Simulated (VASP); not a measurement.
**SiC3: G0W0 quasiparticle levels with PBE**

The system is SiC3.

```xyz
4
Lattice="2.7964 0.0000 0.0000 0.0000 2.7964 0.0000 0.0000 0.0000 4.0900" Properties=species:S:1:pos:R:3 pbc="T T T"
C     1.3982    0.0000    3.2159
C     1.3982    1.3982    0.0000
C     0.0000    1.3982    0.8742
Si    0.0000    0.0000    2.0450
```

```json
{
  "Program": "VASP 6.6.1",
  "Task": "G0W0 quasiparticle levels",
  "Functional": "PBE",
  "Potentials or basis": "VASP PAW PBE potentials, release 64 (C_GW, Si_GW)",
  "Cutoff": "500 eV",
  "k mesh": "8 × 8 × 6",
  "Occupations": "gaussian, width 0.01 eV",
  "Spin": "no spin polarisation",
  "Dipole correction": "no",
  "GW scheme": "G0W0",
  "GW iterations": "1",
  "Cutoff of the response function": "80",
  "Frequency points": "48",
  "Empty bands": "51",
  "Further INCAR settings": "ALGO = EVGW0; EDIFF = 1e-08; NBANDS = 59"
}
```

```
Quasiparticle gap                                   : 2.17 eV
Least direct quasiparticle gap                      : 2.59 eV
Band gap of the starting levels on the mesh         : 1.51 eV
Least direct gap of the starting levels on the mesh : 1.85 eV
```

Wall time 76 min on 1 thread of AMD EPYC 7R13, on a shared host, peak memory 0.88 GiB.

Caveat: bands, screening cutoff and mesh are small and nothing is extrapolated, so the quasiparticle values aren't converged.
